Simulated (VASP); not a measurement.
# Sr8Ti8HO23 (a cell with a defect) in VASP: single point with PBEsol

Aim: the single point of Sr8Ti8HO23 (a cell with a defect) with PBEsol.

Program: VASP 6.6.1. These are calculated values, not measurements. Logs are shortened: lines on timing, memory, paths and dates and some standing lists are left out, and cuts for length are marked.

### 1 The cell of the first run

The cell holds a defect, 40 atoms: a = 7.783 Å, b = 7.783 Å, c = 7.783 Å, α = 90.00°, β = 90.00°, γ = 90.00°.

### 2 Single point, PBEsol, collinear spin

The input, INCAR:

```
SYSTEM = Sr8Ti8HO23
  PREC = Accurate
  ENCUT = 520
  EDIFF = 1E-6
  ISMEAR = -1
  SIGMA = 0.05
  LREAL = Auto
  LASPH = .True.
  NELM = 200
  ALGO = Normal
  ISIF = 2
  LWAVE = .False.
  LCHARG = .True.
  ISPIN = 2
  MAGMOM = 0 0 0 0 0 0 0 0 0.667 0.667 0 0 0 0 0 0 0 0 0 0 0 0 0 0 0 0 0 0 0 0 0 0 0 0 0 0 0 0 0 0.667
  LORBIT = 11
  LMAXMIX = 4
  GGA = PS
  LELF = .True.
  LVHAR = .True.
  NELECT = 316.0
  ISYM = -1
  NBANDS = 188
  GGA_COMPAT = .False.
```

The input, KPOINTS:

```
explicit points
1
Reciprocal
  0.25000000   0.25000000   0.25000000 1
```

The input, POSCAR:

```
Sr8Ti8HO23
1.0
    7.7828210000      0.0000000000      0.0000000000
    0.0000000000      7.7828210000      0.0000000000
    0.0000000000      0.0000000000      7.7828210000
Sr Ti O H
8 8 23 1
Direct
    0.9993010000      0.9968690000      0.9990710000
    0.9967800000      0.9968080000      0.5001490000
    0.9988280000      0.5033390000      0.0000520000
    0.9984040000      0.5013880000      0.5001800000
    0.5007740000      0.9997300000      0.9998330000
    0.5011650000      0.9972640000      0.4997160000
    0.5046670000      0.5018250000      0.0012820000
    0.5038600000      0.5035940000      0.4997820000
    0.2496330000      0.2515770000      0.2423430000
    0.2498250000      0.2520490000      0.7581010000
    0.2509890000      0.7510190000      0.2507700000
    0.2510190000      0.7491070000      0.7479530000
    0.7514940000      0.2494280000      0.2524840000
    0.7494510000      0.2497270000      0.7488220000
    0.7510120000      0.7500740000      0.2494910000
    0.7507170000      0.7498700000      0.7504870000
    0.2406070000      0.2721570000      0.0002500000
    0.2631010000      0.7302560000      0.9998730000
    0.2355730000      0.7714330000      0.5001060000
    0.7590030000      0.2278050000      0.0007250000
    0.7413350000      0.2772900000      0.5005730000
    0.7366890000      0.7749450000      0.0004170000
    0.7631150000      0.7281470000      0.5003280000
    0.0028960000      0.2458970000      0.2692790000
    0.0025660000      0.2506680000      0.7347230000
    0.9998440000      0.7534590000      0.2364740000
    0.9999590000      0.7484060000      0.7657770000
    0.4981200000      0.2526060000      0.2498750000
    0.4987260000      0.2482650000      0.7539240000
    0.5006600000      0.7466610000      0.2641590000
    0.5005230000      0.7510160000      0.7375490000
    0.2542870000      0.0019570000      0.2349060000
    0.2498720000      0.0026390000      0.7625360000
    0.2476340000      0.4980810000      0.2764820000
    0.2521390000      0.4977070000      0.7210040000
    0.7477430000      0.0003580000      0.2737870000
    0.7516520000      0.0001590000      0.7259530000
    0.7540600000      0.5009340000      0.2250040000
    0.7493930000      0.5011720000      0.7744180000
    0.2600750000      0.2281020000      0.5001600000
```

Potentials or basis: VASP PAW PBE potentials, release 64 (Sr_sv, Ti_sv, O, H).

Command:

```bash
$ cat potpaw_PBE.64/Sr_sv/POTCAR potpaw_PBE.64/Ti_sv/POTCAR potpaw_PBE.64/O/POTCAR potpaw_PBE.64/H/POTCAR > POTCAR
$ mpirun -np 1 vasp_std > vasp.out
```

OUTCAR:

```text
SYSTEM = Sr8Ti8HO23
   PREC = Accurate
   ENCUT = 520
   EDIFF = 1E-6
   ISMEAR = -1
   LREAL = Auto
   LASPH = .True.
   NELM = 200
   ISIF = 2
   ISPIN = 2
   LORBIT = 11
   GGA = PS
   NELECT = 316.0
   ISYM = -1

 ion  position               nearest neighbor table
   1  0.999  0.997  0.999-  20 2.59  26 2.65  27 2.65  22 2.68  33 2.68  32 2.70  17 2.85  25 2.85
                            24 2.86  37 2.87  36 2.90  18 2.92  16 3.34  15 3.35  10 3.36   9 3.36
   2  0.997  0.997  0.500-  19 2.56  37 2.59  36 2.62  24 2.64  25 2.69  40 2.73  23 2.77  26 2.79
                            27 2.83  33 2.84  32 2.88  21 2.95  15 3.34  16 3.34  13 3.35  14 3.37
   3  0.999  0.503  0.000-  38 2.59  17 2.60  39 2.62  27 2.64  26 2.68  18 2.71  20 2.84  25 2.85
                            34 2.89  24 2.90  35 2.93  22 2.94  15 3.34  16 3.34  10 3.34   9 3.35
   4  0.998  0.501  0.500-  23 2.54  34 2.61  35 2.62  21 2.65  25 2.67  24 2.68  19 2.80  27 2.82
                            26 2.84  38 2.86  39 2.88  40 2.94  16 3.35  13 3.35  15 3.36  12 3.36
   5  0.501  1.000  1.000-  22 2.54  32 2.65  20 2.68  33 2.69  29 2.72  28 2.77  18 2.80  31 2.81
                            30 2.85  36 2.87  37 2.89  17 2.93  10 3.35   9 3.35  16 3.37  11 3.37
   6  0.501  0.997  0.500-  40 2.60  36 2.60  37 2.63  31 2.66  30 2.68  19 2.71  29 2.78  28 2.78
                            32 2.82  33 2.83  21 2.87  23 2.92  11 3.35  12 3.35  15 3.36  16 3.36
   7  0.505  0.502  0.001-  18 2.59  39 2.60  38 2.61  17 2.72  28 2.74  29 2.76  22 2.79  30 2.80
                            31 2.82  20 2.91  34 2.93  35 2.94  15 3.34  16 3.35   9 3.35  10 3.36
   8  0.504  0.504  0.500-  21 2.55  35 2.61  30 2.63  34 2.65  23 2.67  31 2.67  28 2.76  29 2.80
                            40 2.86  39 2.87  38 2.89  19 2.95  16 3.34  15 3.34  12 3.35  14 3.36
   9  0.250  0.252  0.242-  17 1.89  24 1.93  28 1.93  34 1.94  32 1.94   3 3.35   5 3.35   7 3.35
                             1 3.36   4 3.41   6 3.43   8 3.43   2 3.44
  10  0.250  0.252  0.758-  17 1.89  25 1.93  35 1.93  29 1.94  33 1.94   3 3.34   5 3.35   1 3.36
                             7 3.36   4 3.41   8 3.43   6 3.44   2 3.44
  11  0.251  0.751  0.251-  30 1.95  19 1.95  32 1.96  26 1.96  18 1.96  34 1.98   6 3.35   1 3.37
                             8 3.37   5 3.37   2 3.37   3 3.37   4 3.38   7 3.38
  12  0.251  0.749  0.748-  19 1.94  31 1.94  27 1.96  35 1.97  18 1.97  33 1.98   6 3.35   8 3.35
                             4 3.36   2 3.37   3 3.37   1 3.37   5 3.38   7 3.39
  13  0.751  0.249  0.252-  21 1.94  36 1.95  24 1.96  20 1.97  38 1.97  28 1.97   2 3.35   4 3.35
                             8 3.37   6 3.37   7 3.37   5 3.38   3 3.39   1 3.39
  14  0.749  0.250  0.749-  21 1.94  37 1.95  29 1.95  39 1.97  20 1.97  25 1.97   8 3.36   2 3.37
                             4 3.37   7 3.37   5 3.37   6 3.37   1 3.38   3 3.39
  15  0.751  0.750  0.249-  26 1.94  38 1.95  22 1.95  30 1.95  36 1.96  23 1.96   7 3.34   2 3.34
                             8 3.34   3 3.34   1 3.35   4 3.36   6 3.36   5 3.37
  16  0.751  0.750  0.750-  27 1.94  39 1.94  31 1.95  23 1.96  37 1.96  22 1.96   2 3.34   8 3.34
                             1 3.34   3 3.34   7 3.35   4 3.35   6 3.36   5 3.37
  17  0.241  0.272  0.000-   9 1.89  10 1.89   3 2.60   7 2.72   1 2.85   5 2.93
  18  0.263  0.730  1.000-  11 1.96  12 1.97   7 2.59   3 2.71   5 2.80   1 2.92
  19  0.236  0.771  0.500-  12 1.94  11 1.95   2 2.56   6 2.71   4 2.80   8 2.95
  20  0.759  0.228  0.001-  13 1.97  14 1.97   1 2.59   5 2.68   3 2.84   7 2.91
  21  0.741  0.277  0.501-  13 1.94  14 1.94   8 2.55   4 2.65   6 2.87   2 2.95
  22  0.737  0.775  0.000-  15 1.95  16 1.96   5 2.54   1 2.68   7 2.79   3 2.94
[... 15 lines left out ...]
  38  0.754  0.501  0.225-  15 1.95  13 1.97   3 2.59   7 2.61   4 2.86   8 2.89
  39  0.749  0.501  0.774-  16 1.94  14 1.97   7 2.60   3 2.62   8 2.87   4 2.88
  40  0.260  0.228  0.500-   6 2.60   2 2.73   8 2.86   4 2.94

IMPORTANT INFORMATION: All symmetrisations will be switched off!
NOSYMM: (Re-)initialisation of all symmetry stuff for point group C_1.

----------------------------------------------------------------------------------------

                                     Primitive cell

  volume of cell :     471.4234

  direct lattice vectors                    reciprocal lattice vectors
     7.782821000  0.000000000  0.000000000     0.128488115  0.000000000  0.000000000
     0.000000000  7.782821000  0.000000000     0.000000000  0.128488115  0.000000000
     0.000000000  0.000000000  7.782821000     0.000000000  0.000000000  0.128488115

  length of vectors
     7.782821000  7.782821000  7.782821000     0.128488115  0.128488115  0.128488115

  position of ions in fractional coordinates (direct lattice)
     0.999301000  0.996869000  0.999071000
     0.996780000  0.996808000  0.500149000
     0.998828000  0.503339000  0.000052000
     0.998404000  0.501388000  0.500180000
     0.500774000  0.999730000  0.999833000
     0.501165000  0.997264000  0.499716000
[... 32 lines left out ...]
     0.749393000  0.501172000  0.774418000
     0.260075000  0.228102000  0.500160000

  ion indices of the primitive-cell ions
   primitive index   ion index
                 1           1
                 2           2
                 3           3
                 4           4
                 5           5
                 6           6
[... 32 lines left out ...]
                39          39
                40          40

[... 36 lines left out ...]
   ISYM   =     -1    0-nonsym 1-usesym 2-fastsym
   POTIM  = 0.5000    time-step for ionic-motion
   TEBEG  =    0.0;   TEEND  =   0.0 temperature during run
   PSTRESS=    0.0 pullay stress
   NELECT =     316.0000    total number of electrons
   NUPDOWN=      -1.0000    fix difference up-down
   EMIN   =  10.00;   EMAX   =-10.00  energy-range for DOS
   EFERMI =   0.00;   METHOD = LEGACY
   ISMEAR =    -1;   SIGMA  =   0.05  broadening in eV -4-tet -1-fermi 0-gaus
   EFERMI_NEDOS =   21; number of points for ismear=-14 and -15
   IALGO  =     38    algorithm
   IMIX   =      4    mixing-type and parameters
     AMIX     =   0.40;   BMIX     =  1.00
     AMIX_MAG =   1.60;   BMIX_MAG =  1.00
  volume/ion in A,a.u.               =      11.79        79.53
  Fermi-wavevector in a.u.,A,eV,Ry     =   1.432738  2.707482 27.929203  2.052739
  Thomas-Fermi vector in A             =   2.552333
   LORBIT       =     11    0 simple, 1 ext, 2 COOP (PROOUT), +10 PAW based schemes
   GGA     = PS    functional components
   LHFCALC =     F    Hartree Fock is set to
   AEXX    =    0.0000 exact exchange contribution
   IVDW    =     0    specifies the selected vdW correction
   LEPSILON=     F    determine dielectric tensor
   LRPA    =     F    only Hartree local field effects (RPA)
 spin polarized calculation
  energy-cutoff  :      520.00
  volume of cell :      471.42
 maximum number of plane-waves:     12704
 NGX is ok and might be reduce to    60
   NGX = 29   NGY = 29   NGZ = 29

 number of electron     316.0000028 magnetization       1.9078704

 Free energy of the ion-electron system (eV)
  ---------------------------------------------------
  ext. energy  EPLUGINS =         0.00000000
  ---------------------------------------------------
  free energy    TOTEN  =      -323.48319172 eV

  energy without entropy =     -323.34300360  energy(sigma->0) =     -323.41309766

 E-fermi :   6.6255     XC(G=0): -11.5562

 val. band max:        6.6052024987   @ k =   0.2500   0.2500   0.2500
 cond. band min:       6.6761957415   @ k =   0.2500   0.2500   0.2500
 fundamental gap:      0.0709932428
 Fermi energy:         6.6254730759

 spin component 1

 k-point     1 :       0.2500    0.2500    0.2500
  band No.  band energies     occupation
      1     -51.8527      1.00000
      2     -51.8514      1.00000
      3     -51.7754      1.00000
      4     -51.7718      1.00000
      5     -51.7635      1.00000
      6     -51.7562      1.00000
[... 162 lines left out ...]
    169       7.7680      0.00000
    170       7.8140      0.00000
 Fermi energy:         6.6254730759

 spin component 2

 k-point     1 :       0.2500    0.2500    0.2500
  band No.  band energies     occupation
      1     -51.7149      1.00000
      2     -51.7132      1.00000
      3     -51.5644      1.00000
      4     -51.5614      1.00000
      5     -51.5502      1.00000
      6     -51.5396      1.00000
[... 162 lines left out ...]
    169       7.9475      0.00000
    170       7.9907      0.00000
 [bands above 170 left out]

------------------------ aborting loop because EDIFF is reached ----------------------------------------

  FORCE on cell =-STRESS in cart. coord.  units (eV):
  Direction    XX          YY          ZZ          XY          YZ          ZX
  --------------------------------------------------------------------------------------
  -------------------------------------------------------------------------------------
  Total       15.0608025     12.2581937     10.7409348     -2.6947481     -1.8177676     -1.8415589
  in kB       51.1855731     41.6606399     36.5040909     -9.1583582     -6.1778566     -6.2587136
  external PRESSURE =      43.1167679 kB  Pullay stress =       0.0000000 kB

 VOLUME and BASIS-vectors are now :
 -----------------------------------------------------------------------------
  energy-cutoff  :      520.00
  volume of cell :      471.42
      direct lattice vectors                 reciprocal lattice vectors
     7.782821000  0.000000000  0.000000000     0.128488115  0.000000000  0.000000000
     0.000000000  7.782821000  0.000000000     0.000000000  0.128488115  0.000000000
     0.000000000  0.000000000  7.782821000     0.000000000  0.000000000  0.128488115

 POSITION                                       TOTAL-FORCE (eV/Angst)
 -----------------------------------------------------------------------------------
      7.77738      7.75845      7.77559        -0.015464      0.004563     -0.012376
      7.75776      7.75798      3.89257        -0.013164     -0.008543      0.004731
      7.77370      3.91740      0.00040        -0.029164      0.017249      0.002957
      7.77040      3.90221      3.89281        -0.004074      0.016595     -0.005464
      3.89743      7.78072      7.78152         0.019320     -0.021885     -0.002628
      3.90048      7.76153      3.88920         0.020140     -0.018187      0.013444
[... 32 lines left out ...]
      5.83239      3.90053      6.02716        -0.003902     -0.057847      0.009029
      2.02412      1.77528      3.89266         0.002462      0.003284      0.004013
 -----------------------------------------------------------------------------------
    total drift:                               -0.048981     -0.002390      0.008085

  FREE ENERGIE OF THE ION-ELECTRON SYSTEM (eV)
  ---------------------------------------------------
  free  energy   TOTEN  =      -323.4831917223 eV

  energy  without entropy=     -323.3430035951  energy(sigma->0) =     -323.41309766

 total charge

# of ion       s       p       d       tot
------------------------------------------
    1        2.000   5.765   0.226   7.991
    2        2.001   5.769   0.233   8.003
    3        2.001   5.767   0.231   7.998
    4        2.002   5.769   0.238   8.008
    5        2.000   5.765   0.227   7.993
    6        2.001   5.765   0.230   7.995
[... 32 lines left out ...]
   39        1.559   3.485   0.000   5.044
   40        0.550   0.004   0.000   0.554
--------------------------------------------------
tot         70.269 176.743  16.653 263.666

 magnetization (x)

# of ion       s       p       d       tot
------------------------------------------
    1        0.000   0.000   0.004   0.004
    2        0.000   0.000   0.004   0.004
    3        0.000  -0.000   0.004   0.004
    4        0.000   0.000   0.002   0.003
    5        0.000  -0.000   0.004   0.004
    6        0.000   0.000   0.004   0.004
[... 32 lines left out ...]
   39       -0.000  -0.004   0.000  -0.005
   40       -0.003   0.001   0.000  -0.002
--------------------------------------------------
tot          0.003  -0.113   1.702   1.592
```

Wall time 8.1 min (1 thread of Intel Xeon 6975P-C (Granite Rapids), shared host); peak memory 0.74 GiB.

What came out:

| Property | Result |
| --- | --- |
| Free energy | -323.4832 eV |
| Largest force | 0.072 eV/Å |
| Net moment | 1.91 μB per cell |
| Site moments | Sr +0.00; Ti +0.30, +0.21, +0.14 (each value once); O -0.02, -0.01, -0.00 (each value once); H -0.00 μB |
| Valence electrons inside the program's atomic spheres | Sr 7.99, 8.00, 8.01 (each value once); Ti 10.43, 10.38, 10.39 (each value once); O 5.06, 5.03, 5.05, 5.04 (each value once); H 0.55 |

Forces in eV/Å, atoms in the order of the input:
```
Sr  -0.015  0.005 -0.012
Sr  -0.013 -0.009  0.005
Sr  -0.029  0.017  0.003
Sr  -0.004  0.017 -0.005
Sr   0.019 -0.022 -0.003
Sr   0.020 -0.018  0.013
Sr   0.011  0.025  0.000
Sr  -0.001  0.022  0.011
Ti   0.009  0.014  0.022
Ti   0.007 -0.032 -0.034
Ti  -0.046 -0.054  0.008
Ti  -0.022  0.013  0.021
Ti   0.004  0.035 -0.027
Ti   0.044  0.028  0.040
Ti  -0.038  0.001  0.032
Ti  -0.037  0.013 -0.018
O    0.004 -0.006  0.009
O    0.000  0.002 -0.004
O    0.033 -0.012 -0.021
O    0.007  0.001  0.000
O    0.006 -0.054  0.000
O    0.010 -0.016 -0.008
O    0.006  0.010 -0.009
O    0.018  0.012 -0.026
O    0.030  0.022 -0.041
O    0.060  0.011 -0.035
O    0.058  0.001 -0.020
O   -0.016  0.007 -0.025
O   -0.047  0.013 -0.026
O   -0.016  0.004 -0.021
O   -0.021  0.005 -0.014
O   -0.002  0.043  0.029
O    0.000  0.010  0.021
O   -0.007 -0.031  0.023
O   -0.015 -0.013  0.036
O   -0.004  0.021  0.002
O   -0.006  0.028  0.030
O   -0.007 -0.059  0.031
O   -0.004 -0.058  0.009
H    0.002  0.003  0.004
```

Levels at points of the mesh, in eV from the Fermi level:
Spin up:
```
           k point  band 157  band 158  band 159  band 160  band 161  band 162
(0.25, 0.25, 0.25)     -2.91     -0.08     -0.02      0.05      0.10      0.12
```
Spin down:
| k point | band 155 | band 156 | band 157 | band 158 | band 159 | band 160 |
| --- | --- | --- | --- | --- | --- | --- |
| (0.25, 0.25, 0.25) | -2.99 | -2.93 | -2.92 | 0.19 | 0.21 | 0.24 |

Caveat: the cell carries a net charge on a neutralising background, which shifts energy and pressure; the cell is charged against a uniform background, so pressure and absolute levels hang on convention; a moment this small can come from the mesh or the smearing; the PAW data sets were made with another functional, which shifts forces and pressure a little.
